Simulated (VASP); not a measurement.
# W (a cell with a defect) in VASP: single point with PBEsol

Aim: the single point of W (a cell with a defect) with PBEsol.

Everything below comes from runs of VASP 6.6.1. Logs are shortened: lines on timing, memory, paths and dates and some standing lists are left out, and cuts for length are marked.

**1. The cell of the first run**

The cell holds a defect, 26 atoms: a = 8.237 Å, b = 8.237 Å, c = 8.237 Å, α = 109.47°, β = 109.47°, γ = 109.47°.

**2. Single point, PBEsol**

Input file INCAR:

```
PREC     = Accurate       # precision mode
ENCUT    = 400            # plane-wave cutoff, eV
EDIFF    = 1E-6           # SCF threshold, eV
ISMEAR   = -1             # smearing method
SIGMA    = 0.1            # smearing width, eV
LREAL    = F              # projectors in reciprocal space
LASPH    = T              # aspherical terms in the spheres
NELM     = 120            # most SCF steps
ALGO     = Normal         # electronic algorithm
ISIF     = 2              # what is computed and relaxed
LWAVE    = F              # write WAVECAR
LCHARG   = F              # write CHGCAR
GGA      = PS             # functional
NBANDS   = 201            # bands
GGA_COMPAT= F
```

Input file KPOINTS:

```
regular mesh
0
Gamma
  3 3 3
```

Input file POSCAR:

```
W
1.0
   -4.7554733403      4.7554733403      4.7554733403
    4.7554733403     -4.7554733403      4.7554733403
    4.7554733403      4.7554733403     -4.7554733403
W
26
Direct
    0.0000000000      0.0000000000      0.3333333333
    0.0000000000      0.0000000000      0.6666666667
    0.0000000000      0.3333333333      0.0000000000
    0.0000000000      0.3333333333      0.3333333333
    0.0000000000      0.3333333333      0.6666666667
    0.0000000000      0.6666666667      0.0000000000
    0.0000000000      0.6666666667      0.3333333333
    0.0000000000      0.6666666667      0.6666666667
    0.3333333333      0.0000000000      0.0000000000
    0.3333333333      0.0000000000      0.3333333333
    0.3333333333      0.0000000000      0.6666666667
    0.3333333333      0.3333333333      0.0000000000
    0.3333333333      0.3333333333      0.3333333333
    0.3333333333      0.3333333333      0.6666666667
    0.3333333333      0.6666666667      0.0000000000
    0.3333333333      0.6666666667      0.3333333333
    0.3333333333      0.6666666667      0.6666666667
    0.6666666667      0.0000000000      0.0000000000
    0.6666666667      0.0000000000      0.3333333333
    0.6666666667      0.0000000000      0.6666666667
    0.6666666667      0.3333333333      0.0000000000
    0.6666666667      0.3333333333      0.3333333333
    0.6666666667      0.3333333333      0.6666666667
    0.6666666667      0.6666666667      0.0000000000
    0.6666666667      0.6666666667      0.3333333333
    0.6666666667      0.6666666667      0.6666666667
```

Potentials or basis: VASP PAW PBE potentials, release 64 (W_sv).

Launch:

```console
> cat potpaw_PBE.64/W_sv/POTCAR > POTCAR
> mpirun -np 1 vasp_std > vasp.out
```

OUTCAR:

```text
PREC = Accurate
   ENCUT = 400
   EDIFF = 1E-6
   ISMEAR = -1
   LREAL = F
   LASPH = T
   NELM = 120
   ISIF = 2
   GGA = PS

 ion  position               nearest neighbor table
   1  0.000  0.000  0.333-   4 2.75   7 2.75  10 2.75  19 2.75  24 2.75  14 2.75   2 2.75  18 3.17
                            13 3.17   6 3.17  25 3.17   5 3.17  11 3.17
   2  0.000  0.000  0.667-   5 2.75   8 2.75  11 2.75  12 2.75  20 2.75  25 2.75   1 2.75  14 3.17
                             3 3.17   9 3.17  26 3.17  19 3.17   7 3.17
   3  0.000  0.333  0.000-   4 2.75   5 2.75  12 2.75  20 2.75  21 2.75  16 2.75   6 2.75  18 3.17
                            13 3.17   2 3.17  23 3.17  15 3.17   7 3.17
   4  0.000  0.333  0.333-   1 2.75   3 2.75  13 2.75  18 2.75  22 2.75  17 2.75   5 2.75   7 2.75
                            21 3.17  19 3.17  16 3.17  14 3.17   8 3.17
   5  0.000  0.333  0.667-   2 2.75   3 2.75  14 2.75  23 2.75  15 2.75  19 2.75   4 2.75   8 2.75
                            20 3.17  12 3.17   1 3.17   6 3.17  22 3.17  17 3.17
   6  0.000  0.667  0.000-   7 2.75   8 2.75  10 2.75  15 2.75  24 2.75  23 2.75   3 2.75  16 3.17
                             1 3.17   9 3.17  26 3.17  21 3.17   5 3.17
   7  0.000  0.667  0.333-   1 2.75   6 2.75  16 2.75  25 2.75  21 2.75  11 2.75   4 2.75   8 2.75
                            24 3.17  10 3.17   2 3.17  22 3.17   3 3.17  17 3.17
   8  0.000  0.667  0.667-   2 2.75   6 2.75   9 2.75  17 2.75  26 2.75  22 2.75   5 2.75   7 2.75
                            15 3.17  11 3.17  25 3.17  23 3.17   4 3.17
   9  0.333  0.000  0.000-   8 2.75  10 2.75  11 2.75  12 2.75  15 2.75  22 2.75  18 2.75   2 3.17
[... 21 lines left out ...]
  20  0.667  0.000  0.667-   2 2.75   3 2.75  18 2.75  23 2.75  26 2.75  16 2.75  11 2.75  19 2.75
                             5 3.17  21 3.17  25 3.17  17 3.17  10 3.17
  21  0.667  0.333  0.000-   3 2.75  18 2.75  22 2.75  23 2.75  11 2.75   7 2.75  12 2.75  24 2.75
                            20 3.17   4 3.17  14 3.17   6 3.17   9 3.17  25 3.17
  22  0.667  0.333  0.333-   4 2.75  19 2.75  21 2.75   9 2.75   8 2.75  13 2.75  23 2.75  25 2.75
                            18 3.17  10 3.17  12 3.17   5 3.17   7 3.17  26 3.17
  23  0.667  0.333  0.667-   5 2.75  20 2.75  21 2.75   6 2.75  10 2.75  14 2.75  22 2.75  26 2.75
                             3 3.17   8 3.17  19 3.17  24 3.17  11 3.17  13 3.17
  24  0.667  0.667  0.000-   1 2.75   6 2.75  18 2.75  25 2.75  26 2.75  14 2.75  15 2.75  21 2.75
                            19 3.17   7 3.17  17 3.17  23 3.17  12 3.17
  25  0.667  0.667  0.333-   7 2.75  19 2.75  24 2.75   2 2.75  12 2.75  22 2.75  16 2.75  26 2.75
                             1 3.17  21 3.17   8 3.17  15 3.17  20 3.17  13 3.17
  26  0.667  0.667  0.667-   8 2.75  20 2.75  24 2.75  13 2.75  23 2.75  17 2.75  25 2.75   2 3.17
                            18 3.17   6 3.17  16 3.17  14 3.17  22 3.17

  LATTYP: Found a body centered cubic cell.
 ALAT       =     9.5109466806

  Lattice vectors:

 A1 = (  -4.7554733403,   4.7554733403,   4.7554733403)
 A2 = (   4.7554733403,  -4.7554733403,   4.7554733403)
 A3 = (   4.7554733403,   4.7554733403,  -4.7554733403)

Analysis of symmetry for initial positions (statically):
=====================================================================
 Subroutine PRICEL returns:
 Original cell was already a primitive cell.

 Routine SETGRP: Setting up the symmetry group for a
 body centered cubic supercell.

 Subroutine GETGRP returns: Found 48 space group operations
 (whereof 48 operations were pure point group operations)
 out of a pool of 48 trial point group operations.

The static configuration has the point symmetry O_h .

Analysis of symmetry for dynamics (positions and initial velocities):
=====================================================================
 Subroutine PRICEL returns:
 Original cell was already a primitive cell.

 Routine SETGRP: Setting up the symmetry group for a
 body centered cubic supercell.

 Subroutine GETGRP returns: Found 48 space group operations
 (whereof 48 operations were pure point group operations)
 out of a pool of 48 trial point group operations.

The dynamic configuration has the point symmetry O_h .

 Subroutine INISYM returns: Found 48 space group operations
 (whereof 48 operations are pure point group operations),
 and found     1 'primitive' translations

----------------------------------------------------------------------------------------

                                     Primitive cell

  volume of cell :     430.1711

  direct lattice vectors                    reciprocal lattice vectors
    -4.755473340  4.755473340  4.755473340     0.000000000  0.105142005  0.105142005
     4.755473340 -4.755473340  4.755473340     0.105142005  0.000000000  0.105142005
[... 67 lines left out ...]
 Grid dimensions read from file:
 generate k-points for:    3    3    3

 Generating k-lattice:

  Cartesian coordinates                     Fractional coordinates (reciprocal lattice)
     0.000000000  0.035047335  0.035047335     0.333333333  0.000000000  0.000000000
     0.035047335  0.000000000  0.035047335     0.000000000  0.333333333  0.000000000
     0.035047335  0.035047335  0.000000000     0.000000000  0.000000000  0.333333333

  Length of vectors
     0.049564416  0.049564416  0.049564416

  Shift w.r.t. Gamma in fractional coordinates (k-lattice)
     0.000000000  0.000000000  0.000000000

 Subroutine IBZKPT returns following result:
 ===========================================

 Found      4 irreducible k-points:

 Following reciprocal coordinates:
            Coordinates               Weight
  0.000000  0.000000  0.000000      1.000000
  0.333333  0.000000  0.000000     12.000000
  0.333333  0.333333  0.000000      8.000000
 -0.333333  0.333333  0.333333      6.000000
   k-points           NKPTS =      4   k-points in BZ     NKDIM =      4   number of bands    NBANDS=    201
   number of dos      NEDOS =    301   number of ions     NIONS =     26
   total plane-waves  NPLWV = 157464
   dimension x,y,z NGX =    54 NGY =   54 NGZ =   54
   dimension x,y,z NGXF=   108 NGYF=  108 NGZF=  108
   ions per type =              26
   NGX,Y,Z   is equivalent  to a cutoff of  10.90, 10.90, 10.90 a.u.
   NGXF,Y,Z  is equivalent  to a cutoff of  21.80, 21.80, 21.80 a.u.
 SYSTEM =  unknown system
   PREC   = accura    normal or accurate (medium, high low for compatibility)
   ISTART =      0    job   : 0-new  1-cont  2-samecut
   ICHARG =      2    charge: 1-file 2-atom 10-const
   ISPIN  =      1    spin polarized calculation?
   LNONCOLLINEAR =      F non collinear calculations
   LSORBIT =      F    spin-orbit coupling
   LASPH  =      T    aspherical Exc in radial PAW
   ENCUT  =  400.0 eV  29.40 Ry    5.42 a.u.  13.43 13.43 13.43*2*pi/ulx,y,z
   NELM   =    120;   NELMIN=  2; NELMDL= -5     # of ELM steps
   EDIFF  = 0.1E-05   stopping-criterion for ELM
   LREAL  =      F    real-space projection
   EDIFFG = 0.1E-04   stopping-criterion for IOM
   NSW    =      0    number of steps for IOM
   IBRION =     -1    ionic relax: 0-MD 1-quasi-New 2-CG
   NFREE  =      0    steps in history (QN), initial steepest desc. (CG)
   ISIF   =      2    stress and relaxation
   ISYM   =      2    0-nonsym 1-usesym 2-fastsym
   POTIM  = 0.5000    time-step for ionic-motion
   TEBEG  =    0.0;   TEEND  =   0.0 temperature during run
   PSTRESS=    0.0 pullay stress
   NELECT =     364.0000    total number of electrons
   NUPDOWN=      -1.0000    fix difference up-down
   EMIN   =  10.00;   EMAX   =-10.00  energy-range for DOS
   EFERMI =   0.00;   METHOD = LEGACY
   ISMEAR =    -1;   SIGMA  =   0.10  broadening in eV -4-tet -1-fermi 0-gaus
   EFERMI_NEDOS =   21; number of points for ismear=-14 and -15
   IALGO  =     38    algorithm
   IMIX   =      4    mixing-type and parameters
     AMIX     =   0.40;   BMIX     =  1.00
     AMIX_MAG =   1.60;   BMIX_MAG =  1.00
  volume/ion in A,a.u.               =      16.55       111.65
  Fermi-wavevector in a.u.,A,eV,Ry     =   1.548442  2.926131 32.622307  2.397672
  Thomas-Fermi vector in A             =   2.653392
   LORBIT       =      0    0 simple, 1 ext, 2 COOP (PROOUT), +10 PAW based schemes
   GGA     = PS    functional components
   LHFCALC =     F    Hartree Fock is set to
   AEXX    =    0.0000 exact exchange contribution
   IVDW    =     0    specifies the selected vdW correction
   LEPSILON=     F    determine dielectric tensor
   LRPA    =     F    only Hartree local field effects (RPA)
 non-spin polarized calculation
  energy-cutoff  :      400.00
  volume of cell :      430.17
 maximum number of plane-waves:      7824
 NGX is ok and might be reduce to    54
   NGX = 27   NGY = 27   NGZ = 27

 number of electron     363.9999961 magnetization

 Free energy of the ion-electron system (eV)
  ---------------------------------------------------
  ext. energy  EPLUGINS =         0.00000000
  ---------------------------------------------------
  free energy    TOTEN  =      -355.64634192 eV

  energy without entropy =     -355.25057308  energy(sigma->0) =     -355.44845750

 E-fermi :  10.4240     XC(G=0): -13.4656

 val. band max:       10.3790875360   @ k =   0.3333   0.3333   0.0000
 cond. band min:      10.6384701686   @ k =   0.3333   0.3333   0.0000
 fundamental gap:      0.2593826326
 Fermi energy:        10.4239835965

 k-point     1 :       0.0000    0.0000    0.0000
  band No.  band energies     occupation
      1     -63.5634      2.00000
      2     -63.5083      2.00000
      3     -63.5083      2.00000
      4     -63.5083      2.00000
      5     -63.4787      2.00000
      6     -63.4787      2.00000
[... 777 lines left out ...]
    193      11.1379      0.00159
    194      11.1379      0.00159
 [bands above 194 left out]

------------------------ aborting loop because EDIFF is reached ----------------------------------------

  FORCE on cell =-STRESS in cart. coord.  units (eV):
  Direction    XX          YY          ZZ          XY          YZ          ZX
  --------------------------------------------------------------------------------------
  -------------------------------------------------------------------------------------
  Total      -21.6803205    -21.6803205    -21.6803205     -0.0000000     -0.0000000      0.0000000
  in kB      -80.7486061    -80.7486061    -80.7486061     -0.0000000     -0.0000000      0.0000000
  external PRESSURE =     -80.7486061 kB  Pullay stress =       0.0000000 kB

 VOLUME and BASIS-vectors are now :
 -----------------------------------------------------------------------------
  energy-cutoff  :      400.00
  volume of cell :      430.17
      direct lattice vectors                 reciprocal lattice vectors
    -4.755473340  4.755473340  4.755473340     0.000000000  0.105142005  0.105142005
     4.755473340 -4.755473340  4.755473340     0.105142005  0.000000000  0.105142005
     4.755473340  4.755473340 -4.755473340     0.105142005  0.105142005  0.000000000

 POSITION                                       TOTAL-FORCE (eV/Angst)
 -----------------------------------------------------------------------------------
      1.58516      1.58516     -1.58516        -0.070490     -0.070490      0.070490
      3.17032      3.17032     -3.17032         0.070490      0.070490     -0.070490
      1.58516     -1.58516      1.58516        -0.070490      0.070490     -0.070490
      3.17032      0.00000      0.00000        -0.230894      0.000000     -0.000000
      4.75547      1.58516     -1.58516        -0.000000      0.157670     -0.157670
      3.17032     -3.17032      3.17032         0.070490     -0.070490      0.070490
[... 18 lines left out ...]
      1.58516      1.58516      4.75547         0.157670      0.157670     -0.000000
      3.17032      3.17032      3.17032         0.070490      0.070490      0.070490
 -----------------------------------------------------------------------------------
    total drift:                                0.000000      0.000000      0.000000

  FREE ENERGIE OF THE ION-ELECTRON SYSTEM (eV)
  ---------------------------------------------------
  free  energy   TOTEN  =      -355.6463419186 eV

  energy  without entropy=     -355.2505730752  energy(sigma->0) =     -355.44845750
```

Run time: 15 min. Hardware: 1 thread of Intel Xeon 8259CL, shared host; peak memory 0.46 GiB.

Results:

| Quantity | Value |
| --- | --- |
| Free energy | -355.6463 eV |
| Pressure | -8.1 GPa |
| Largest force | 0.231 eV/Å |
| Band gap on the k mesh | zero (bands 182 and 183 overlap by 1.69 eV) |

Forces on the atoms (eV/Å):
```
W   -0.070 -0.070  0.070
W    0.070  0.070 -0.070
W   -0.070  0.070 -0.070
W   -0.231  0.000  0.000
W    0.000  0.158 -0.158
W    0.070 -0.070  0.070
W    0.000 -0.158  0.158
W    0.231  0.000  0.000
W    0.070 -0.070 -0.070
W    0.000 -0.231  0.000
W    0.158  0.000 -0.158
W    0.000  0.000 -0.231
W   -0.070 -0.070 -0.070
W   -0.158 -0.158  0.000
W    0.158 -0.158  0.000
W   -0.158  0.000 -0.158
W    0.000  0.158  0.158
W   -0.070  0.070  0.070
W   -0.158  0.000  0.158
W    0.000  0.231  0.000
W   -0.158  0.158  0.000
W    0.000 -0.158 -0.158
W    0.158  0.000  0.158
W    0.000  0.000  0.231
W    0.158  0.158  0.000
W    0.070  0.070  0.070
```

Caveat: the PAW data sets were made with another functional, which shifts forces and pressure a little; spin-orbit coupling is left out, which moves the levels of the heavy elements.
